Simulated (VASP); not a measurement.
GaP: single point with PBEsol

The system is GaP.

```xyz
2
Lattice="0.0000 2.7192 2.7192 2.7192 0.0000 2.7192 2.7192 2.7192 0.0000" Properties=species:S:1:pos:R:3 pbc="T T T"
Ga    0.0000    0.0000    0.0000
P     1.3596    1.3596    1.3596
```

```json
{"Program": "VASP 6.6.1", "Task": "single point", "Functional": "PBEsol", "Potentials or basis": "VASP PAW PBE potentials, release 64 (Ga_d, P)", "Cutoff": "500 eV", "k mesh": "8 × 8 × 8", "Occupations": "gaussian, width 0.02 eV", "Spin": "no spin polarisation"}
```

The pressure is -0.1 GPa and the band gap on the k mesh is 1.50 eV (least direct gap 1.80 eV).

Levels at points of the mesh, in eV from the valence-band top:
| k point | band 5 | band 6 | band 7 | band 8 | band 9 | band 10 | band 11 | band 12 | band 13 | band 14 |
| --- | --- | --- | --- | --- | --- | --- | --- | --- | --- | --- |
| (0.00, 0.00, 0.00) | -14.45 | -12.57 | 0.00 | 0.00 | 0.00 | 1.80 | 3.83 | 3.83 | 3.83 | 8.59 |
| (0.50, 0.00, 0.00) | -14.44 | -10.46 | -6.73 | -1.14 | -1.14 | 1.61 | 4.65 | 4.65 | 8.10 | 10.79 |
| (0.50, 0.50, 0.00) | -14.43 | -9.54 | -6.84 | -2.74 | -2.74 | 1.50 | 1.71 | 10.60 | 10.60 | 11.14 |

Run time: 16 s on 1 thread of Intel(R) Xeon(R) Platinum 8259CL CPU @ 2.50GHz (Skylake/Cascade Lake) (shared host), peak memory 0.16 GiB.

Caveat: the PAW data sets were made with another functional, which shifts forces and pressure a little. A k mesh can miss the band edges.
